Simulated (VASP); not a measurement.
# AlRu (Pm-3m) in VASP: single point with PBEsol

Aim: the single point of AlRu with PBEsol.

Everything below comes from runs of VASP 6.6.1. Logs are shortened: lines on timing, memory, paths and dates and some standing lists are left out, and cuts for length are marked.

## 1. The cell of the first run

The structure is cubic, space group Pm-3m (No. 221). Conventional cell: a = 2.992 Å, b = 2.992 Å, c = 2.992 Å, α = 90.00°, β = 90.00°, γ = 90.00°. Al (site symmetry m-3m) has 8 Ru at 2.59 Å and 6 Al at 2.99 Å within 3.4 Å. Within 3.4 Å of Ru (site symmetry m-3m) lie 8 Al at 2.59 Å and 6 Ru at 2.99 Å.

## 2. Single point, PBEsol

The input, INCAR:

```
SYSTEM = AlRu
ALGO = Normal ; EDIFF = 1E-7
ENCUT = 520 ; GGA = PS
ISIF = 2 ; ISMEAR = -1
LASPH = .TRUE. ; LCHARG = .FALSE.
LREAL = .FALSE. ; LWAVE = .FALSE.
NBANDS = 16 ; NELM = 100
PREC = Accurate ; SIGMA = 0.05
```

The input, KPOINTS:

```
k-points
0
G
  11 11 11
  0 0 0
```

The input, POSCAR:

```
AlRu
1.0
    2.9916000000      0.0000000000      0.0000000000
    0.0000000000      2.9916000000      0.0000000000
    0.0000000000      0.0000000000      2.9916000000
Al Ru
1 1
Direct
    0.0000000000      0.0000000000      0.0000000000
    0.5000000000      0.5000000000      0.5000000000
```

Potentials or basis: VASP PAW PBE potentials, release 64 (Al, Ru_pv).

On the command line:

```console
$ cat potpaw_PBE.64/Al/POTCAR potpaw_PBE.64/Ru_pv/POTCAR > POTCAR
$ mpirun -np 1 vasp_std > vasp.out
```

OUTCAR:

```text
SYSTEM = AlRu
   EDIFF = 1E-7
   ENCUT = 520
   GGA = PS
   ISIF = 2
   ISMEAR = -1
   LASPH = .TRUE.
   LREAL = .FALSE.
   NELM = 100
   PREC = Accurate

 ion  position               nearest neighbor table
   1  0.000  0.000  0.000-   2 2.59   2 2.59   2 2.59   2 2.59   2 2.59   2 2.59   2 2.59   2 2.59

   2  0.500  0.500  0.500-   1 2.59   1 2.59   1 2.59   1 2.59   1 2.59   1 2.59   1 2.59   1 2.59

  LATTYP: Found a simple cubic cell.
 ALAT       =     2.9916000000

  Lattice vectors:

 A1 = (   2.9916000000,   0.0000000000,   0.0000000000)
 A2 = (   0.0000000000,   2.9916000000,   0.0000000000)
 A3 = (   0.0000000000,   0.0000000000,   2.9916000000)

Analysis of symmetry for initial positions (statically):
=====================================================================
 Subroutine PRICEL returns:
 Original cell was already a primitive cell.

 Routine SETGRP: Setting up the symmetry group for a
 simple cubic supercell.

 Subroutine GETGRP returns: Found 48 space group operations
 (whereof 48 operations were pure point group operations)
 out of a pool of 48 trial point group operations.

The static configuration has the point symmetry O_h .

Analysis of symmetry for dynamics (positions and initial velocities):
=====================================================================
 Subroutine PRICEL returns:
 Original cell was already a primitive cell.

 Routine SETGRP: Setting up the symmetry group for a
 simple cubic supercell.

 Subroutine GETGRP returns: Found 48 space group operations
 (whereof 48 operations were pure point group operations)
 out of a pool of 48 trial point group operations.

The dynamic configuration has the point symmetry O_h .

 Subroutine INISYM returns: Found 48 space group operations
 (whereof 48 operations are pure point group operations),
 and found     1 'primitive' translations

----------------------------------------------------------------------------------------

                                     Primitive cell

  volume of cell :      26.7738

  direct lattice vectors                    reciprocal lattice vectors
     2.991600000  0.000000000  0.000000000     0.334269287  0.000000000  0.000000000
     0.000000000  2.991600000  0.000000000     0.000000000  0.334269287  0.000000000
     0.000000000  0.000000000  2.991600000     0.000000000  0.000000000  0.334269287

  length of vectors
     2.991600000  2.991600000  2.991600000     0.334269287  0.334269287  0.334269287

  position of ions in fractional coordinates (direct lattice)
     0.000000000  0.000000000  0.000000000
     0.500000000  0.500000000  0.500000000

  ion indices of the primitive-cell ions
   primitive index   ion index
                 1           1
                 2           2

----------------------------------------------------------------------------------------

 KPOINTS: k-points

Automatic generation of k-mesh.
 Grid dimensions read from file:
 generate k-points for:   11   11   11

 Generating k-lattice:

  Cartesian coordinates                     Fractional coordinates (reciprocal lattice)
     0.030388117  0.000000000  0.000000000     0.090909091  0.000000000  0.000000000
     0.000000000  0.030388117  0.000000000     0.000000000  0.090909091  0.000000000
     0.000000000  0.000000000  0.030388117     0.000000000  0.000000000  0.090909091

  Length of vectors
     0.030388117  0.030388117  0.030388117

  Shift w.r.t. Gamma in fractional coordinates (k-lattice)
     0.000000000  0.000000000  0.000000000

 Subroutine IBZKPT returns following result:
 ===========================================

 Found     56 irreducible k-points:

 Following reciprocal coordinates:
            Coordinates               Weight
  0.000000  0.000000  0.000000      1.000000
  0.090909  0.000000  0.000000      6.000000
  0.181818  0.000000  0.000000      6.000000
  0.272727  0.000000  0.000000      6.000000
  0.363636  0.000000  0.000000      6.000000
  0.454545  0.000000  0.000000      6.000000
[... 16 lines left out ...]
  0.181818  0.090909  0.090909     24.000000
  0.272727  0.090909  0.090909     24.000000
 [... further k-points ...]
   k-points           NKPTS =     56   k-points in BZ     NKDIM =     56   number of bands    NBANDS=     16
   number of dos      NEDOS =    301   number of ions     NIONS =      2
   total plane-waves  NPLWV =  13824
   dimension x,y,z NGX =    24 NGY =   24 NGZ =   24
   dimension x,y,z NGXF=    48 NGYF=   48 NGZF=   48
   ions per type =               1   1
   NGX,Y,Z   is equivalent  to a cutoff of  13.34, 13.34, 13.34 a.u.
   NGXF,Y,Z  is equivalent  to a cutoff of  26.67, 26.67, 26.67 a.u.
 SYSTEM =  AlRu
   PREC   = accura    normal or accurate (medium, high low for compatibility)
   ISTART =      0    job   : 0-new  1-cont  2-samecut
   ICHARG =      2    charge: 1-file 2-atom 10-const
   ISPIN  =      1    spin polarized calculation?
   LNONCOLLINEAR =      F non collinear calculations
   LSORBIT =      F    spin-orbit coupling
   LASPH  =      T    aspherical Exc in radial PAW
   ENCUT  =  520.0 eV  38.22 Ry    6.18 a.u.   5.56  5.56  5.56*2*pi/ulx,y,z
   NELM   =    100;   NELMIN=  2; NELMDL= -5     # of ELM steps
   EDIFF  = 0.1E-06   stopping-criterion for ELM
   LREAL  =      F    real-space projection
   EDIFFG = 0.1E-05   stopping-criterion for IOM
   NSW    =      0    number of steps for IOM
   IBRION =     -1    ionic relax: 0-MD 1-quasi-New 2-CG
   NFREE  =      0    steps in history (QN), initial steepest desc. (CG)
   ISIF   =      2    stress and relaxation
   ISYM   =      2    0-nonsym 1-usesym 2-fastsym
   POTIM  = 0.5000    time-step for ionic-motion
   TEBEG  =    0.0;   TEEND  =   0.0 temperature during run
   PSTRESS=    0.0 pullay stress
   NELECT =      17.0000    total number of electrons
   NUPDOWN=      -1.0000    fix difference up-down
   EMIN   =  10.00;   EMAX   =-10.00  energy-range for DOS
   EFERMI =   0.00;   METHOD = LEGACY
   ISMEAR =    -1;   SIGMA  =   0.05  broadening in eV -4-tet -1-fermi 0-gaus
   EFERMI_NEDOS =   21; number of points for ismear=-14 and -15
   IALGO  =     38    algorithm
   IMIX   =      4    mixing-type and parameters
     AMIX     =   0.40;   BMIX     =  1.00
     AMIX_MAG =   1.60;   BMIX_MAG =  1.00
  volume/ion in A,a.u.               =      13.39        90.34
  Fermi-wavevector in a.u.,A,eV,Ry     =   1.407087  2.659009 26.938090  1.979894
  Thomas-Fermi vector in A             =   2.529382
   LORBIT       =      0    0 simple, 1 ext, 2 COOP (PROOUT), +10 PAW based schemes
   GGA     = PS    functional components
   LHFCALC =     F    Hartree Fock is set to
   AEXX    =    0.0000 exact exchange contribution
   IVDW    =     0    specifies the selected vdW correction
   LEPSILON=     F    determine dielectric tensor
   LRPA    =     F    only Hartree local field effects (RPA)
 non-spin polarized calculation
  energy-cutoff  :      520.00
  volume of cell :       26.77
 maximum number of plane-waves:       739
 NGX is ok and might be reduce to    24
   NGX = 11   NGY = 11   NGZ = 11

 number of electron      16.9999995 magnetization

 Free energy of the ion-electron system (eV)
  ---------------------------------------------------
  ext. energy  EPLUGINS =         0.00000000
  ---------------------------------------------------
  free energy    TOTEN  =       -15.51450949 eV

  energy without entropy =      -15.49995184  energy(sigma->0) =      -15.50723067

 E-fermi :  10.5917     XC(G=0): -12.6874

 val. band max:       10.5870666300   @ k =   0.0909   0.0000   0.0000
 cond. band min:      10.5998787606   @ k =   0.3636   0.3636   0.2727
 fundamental gap:      0.0128121306
 Fermi energy:        10.5916624459

 k-point     1 :       0.0000    0.0000    0.0000
  band No.  band energies     occupation
      1     -31.1199      2.00000
      2     -31.1199      2.00000
      3     -31.1199      2.00000
      4       0.9135      2.00000
      5       7.0035      2.00000
      6       7.0035      2.00000
[... 8 lines left out ...]
     15      22.5898      0.00000
     16      25.6743      0.00000

 k-point     2 :       0.0909    0.0000    0.0000
  band No.  band energies     occupation
      1     -31.1368      2.00000
      2     -31.1185      2.00000
      3     -31.1185      2.00000
      4       1.0724      2.00000
      5       7.0577      2.00000
      6       7.0590      2.00000
[... 8 lines left out ...]
     15      22.5913      0.00000
     16      26.1803      0.00000

 k-point     3 :       0.1818    0.0000    0.0000
  band No.  band energies     occupation
      1     -31.1821      2.00000
      2     -31.1147      2.00000
      3     -31.1147      2.00000
      4       1.5370      2.00000
      5       7.1459      2.00000
      6       7.2135      2.00000
[... 8 lines left out ...]
     15      22.9870      0.00000
     16      27.7620      0.00000

 k-point     4 :       0.2727    0.0000    0.0000
  band No.  band energies     occupation
      1     -31.2409      2.00000
      2     -31.1096      2.00000
      3     -31.1096      2.00000
      4       2.2739      2.00000
      5       7.0399      2.00000
      6       7.4301      2.00000
[... 8 lines left out ...]
     15      23.4980      0.00000
     16      26.6476      0.00000

 k-point     5 :       0.3636    0.0000    0.0000
  band No.  band energies     occupation
      1     -31.2945      2.00000
      2     -31.1050      2.00000
      3     -31.1050      2.00000
      4       3.2302      2.00000
      5       6.4849      2.00000
      6       7.6462      2.00000
[... 8 lines left out ...]
     15      23.7724      0.00000
     16      25.0237      0.00000

 k-point     6 :       0.4545    0.0000    0.0000
  band No.  band energies     occupation
      1     -31.3262      2.00000
      2     -31.1023      2.00000
      3     -31.1023      2.00000
      4       4.3192      2.00000
      5       5.5277      2.00000
      6       7.7839      2.00000
[... 8 lines left out ...]
     15      23.6519      0.00000
     16      23.6519      0.00000

 k-point     7 :       0.0909    0.0909    0.0000
  band No.  band energies     occupation
      1     -31.1361      2.00000
      2     -31.1346      2.00000
      3     -31.1171      2.00000
      4       1.2292      2.00000
      5       7.1094      2.00000
      6       7.1213      2.00000
[... 8 lines left out ...]
     15      22.5913      0.00000
     16      26.6093      0.00000

 k-point     8 :       0.1818    0.0909    0.0000
  band No.  band energies     occupation
      1     -31.1805      2.00000
      2     -31.1314      2.00000
      3     -31.1132      2.00000
      4       1.6876      2.00000
      5       7.2072      2.00000
      6       7.2756      2.00000
[... 8 lines left out ...]
     15      23.3435      0.00000
     16      27.6167      0.00000

 k-point     9 :       0.2727    0.0909    0.0000
  band No.  band energies     occupation
      1     -31.2391      2.00000
      2     -31.1262      2.00000
      3     -31.1082      2.00000
      4       2.4130      2.00000
      5       7.0972      2.00000
      6       7.4919      2.00000
[... 8 lines left out ...]
     15      24.1066      0.00000
     16      25.9540      0.00000
[... 172 lines left out ...]
 k-point    19 :       0.3636    0.3636    0.0000
  band No.  band energies     occupation
      1     -31.2751      2.00000
      2     -31.2723      2.00000
      3     -31.0900      2.00000
      4       4.4718      2.00000
      5       6.7397      2.00000
      6       8.6395      2.00000
[... 8 lines left out ...]
     15      23.1707      0.00000
     16      25.8107      0.00000

 k-point    20 :       0.4545    0.3636    0.0000
  band No.  band energies     occupation
      1     -31.3043      2.00000
      2     -31.2698      2.00000
      3     -31.0872      2.00000
      4       4.6522      2.00000
      5       6.8596      2.00000
      6       8.8742      2.00000
[... 8 lines left out ...]
     15      23.2336      0.00000
     16      25.9256      0.00000

 k-point    21 :       0.4545    0.4545    0.0000
  band No.  band energies     occupation
      1     -31.3004      2.00000
      2     -31.3000      2.00000
      3     -31.0844      2.00000
      4       4.5856      2.00000
      5       7.3495      2.00000
      6       9.1484      2.00000
[... 8 lines left out ...]
     15      24.3257      0.00000
     16      25.1690      0.00000

 k-point    22 :       0.0909    0.0909    0.0909
  band No.  band energies     occupation
      1     -31.1353      2.00000
      2     -31.1332      2.00000
      3     -31.1332      2.00000
      4       1.3841      2.00000
      5       7.1746      2.00000
      6       7.1746      2.00000
[... 8 lines left out ...]
     15      22.5916      0.00000
     16      27.0135      0.00000

 k-point    23 :       0.1818    0.0909    0.0909
  band No.  band energies     occupation
      1     -31.1789      2.00000
      2     -31.1305      2.00000
      3     -31.1293      2.00000
      4       1.8360      2.00000
      5       7.2866      2.00000
      6       7.3244      2.00000
[... 8 lines left out ...]
     15      23.3819      0.00000
     16      27.3155      0.00000

 k-point    24 :       0.2727    0.0909    0.0909
  band No.  band energies     occupation
      1     -31.2373      2.00000
      2     -31.1252      2.00000
      3     -31.1241      2.00000
      4       2.5494      2.00000
      5       7.1711      2.00000
      6       7.5405      2.00000
[... 8 lines left out ...]
     15      24.3786      0.00000
     16      25.4776      0.00000

 [... further k-points ...]

------------------------ aborting loop because EDIFF is reached ----------------------------------------

  FORCE on cell =-STRESS in cart. coord.  units (eV):
  Direction    XX          YY          ZZ          XY          YZ          ZX
  --------------------------------------------------------------------------------------
  -------------------------------------------------------------------------------------
  Total       -0.5289479     -0.5289479     -0.5289479     -0.0000000      0.0000000     -0.0000000
  in kB      -31.6528580    -31.6528580    -31.6528580     -0.0000000      0.0000000     -0.0000000
  external PRESSURE =     -31.6528580 kB  Pullay stress =       0.0000000 kB

 VOLUME and BASIS-vectors are now :
 -----------------------------------------------------------------------------
  energy-cutoff  :      520.00
  volume of cell :       26.77
      direct lattice vectors                 reciprocal lattice vectors
     2.991600000  0.000000000  0.000000000     0.334269287  0.000000000  0.000000000
     0.000000000  2.991600000  0.000000000     0.000000000  0.334269287  0.000000000
     0.000000000  0.000000000  2.991600000     0.000000000  0.000000000  0.334269287

 POSITION                                       TOTAL-FORCE (eV/Angst)
 -----------------------------------------------------------------------------------
      0.00000      0.00000      0.00000         0.000000      0.000000      0.000000
      1.49580      1.49580      1.49580         0.000000      0.000000      0.000000
 -----------------------------------------------------------------------------------
    total drift:                                0.000000     -0.000000     -0.000000

  FREE ENERGIE OF THE ION-ELECTRON SYSTEM (eV)
  ---------------------------------------------------
  free  energy   TOTEN  =       -15.5145094948 eV

  energy  without entropy=      -15.4999518423  energy(sigma->0) =      -15.50723067
```

Wall time 17 s (1 thread of AMD EPYC 7R43 (Zen 3), shared host); peak memory 0.12 GiB.

Results:

| Quantity | Value |
| --- | --- |
| Free energy | -15.5145 eV |
| Pressure | -3.2 GPa |

Caveat: the PAW data sets were made with another functional, which shifts forces and pressure a little.
